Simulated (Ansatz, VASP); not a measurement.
**MgO in VASP and in Ansatz**

```
CELL_PARAMETERS angstrom
0.00000 2.10956 2.10956
2.10956 0.00000 2.10956
2.10956 2.10956 0.00000
ATOMIC_POSITIONS crystal
Mg 0.01331 0.01331 0.98669
O 0.47979 0.47979 0.52021
```

Change from the starting cell: mode 6 frozen in at -0.086 Å, equal normal strain along x, y and z -0.0083.

Alike in both runs: task single point; functional PBE; k mesh 10 × 10 × 10; occupations gaussian, width 0.05 eV; no spin polarisation.

```csv
,VASP,Ansatz
version,VASP 6.6.1,Ansatz 0.2.0
potentials or method,"VASP PAW PBE potentials, release 64 (Mg, O), cutoff 600 eV","scalar-relativistic, plane waves, PAW"
valence electrons in the cell,8,16
```

|  | VASP | Ansatz | Ansatz less VASP |
| --- | --- | --- | --- |
| gap on the k mesh at the Fermi level (eV) | 4.67 | 4.69 | +0.019 |
| least direct gap on the mesh (eV) | 4.67 | 4.69 | +0.019 |
| pressure (GPa) | 4.8 | 5.9 | +1.04 |
| traceless stress, the component that is largest in VASP (GPa) | 4.88 | 4.81 | -0.072 |
| rms of the force components (eV/Å) | 0.506 | 0.499 | -0.0064 |

Atom by atom the forces differ by 0.006 eV/Å (rms over components). The functional is the same, so the differences come from potentials, cutoffs and numerics. VASP's potentials hold 8 valence electrons a cell and Ansatz's 16, so a difference there can come from the potentials and not from the codes.
